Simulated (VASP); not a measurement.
A run of VASP 6.6.1 is set up as follows.

INCAR

```
PREC = Accurate
ENCUT = 520
EDIFF = 1E-7
ISMEAR = 0
SIGMA = 0.02
LREAL = F
LASPH = T
NELM = 100
ALGO = Normal
ISIF = 2
LWAVE = F
LCHARG = T
GGA = PE
LELF = T
LVHAR = T
NBANDS = 14
```

KPOINTS

```
regular mesh
0
Gamma
  6 6 6
```

The input POSCAR:

```
NaI
1.0
    0.0000000000      3.3281150700      3.3281150700
    3.3281150700      0.0000000000      3.3281150700
    3.3281150700      3.3281150700      0.0000000000
Na I
1 1
Direct
    0.0000000000      0.0000000000      0.0000000000
    0.5000000000      0.5000000000      0.5000000000
```

Potentials or basis: VASP PAW PBE potentials, release 64 (Na_pv, I).

Run with:

```sh
$ cat potpaw_PBE.64/Na_pv/POTCAR potpaw_PBE.64/I/POTCAR > POTCAR
$ mpirun -np 1 vasp_std > vasp.out
```

**Question.** Predict the pressure.

**Answer.** -0.8 GPa.

**Question.** What does it give for the band gap on the k mesh?

**Answer.** 3.43 eV.

Caveat: spin-orbit coupling is left out, which moves the levels of the heavy elements. PBE gaps usually lie below the measured ones, often by a third to a half.
